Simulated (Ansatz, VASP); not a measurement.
Cr in VASP and in Ansatz

```
Cr
1.0
    -1.42392    1.42392    1.42392
     1.42392   -1.42392    1.42392
     1.42392    1.42392   -1.42392
Cr
1
Cartesian
  0.0000 0.0000 0.0000
```

Alike in both runs: task relaxation of cell and atoms; functional PBEsol; k mesh 20 × 20 × 20; occupations gaussian, width 0.1 eV; no spin polarisation.

```csv
,VASP,Ansatz
version,VASP 6.6.1,Ansatz 0.2.0
potentials or method,"VASP PAW PBE potentials, release 64 (Cr_pv), cutoff 500 eV","scalar-relativistic, plane waves, PAW"
valence electrons in the cell,12,14
```

|  | VASP | Ansatz | Ansatz less VASP |
| --- | --- | --- | --- |
| gap on the k mesh at the Fermi level, each at its own relaxed structure (eV) | none | none | - |
| relaxed volume (Å³/atom) | 11.12 | 11.14 | +0.025 |
| relaxed length of the cell vector where the two differ most in proportion (Å) | 2.435 | 2.437 | +0.0018 |

VASP's potentials were made for PBE, not for PBEsol. A gap of «none» marks a metal or a gap that the smearing closes. VASP's potentials hold 12 valence electrons a cell and Ansatz's 14, so a difference there can come from the potentials and not from the codes.
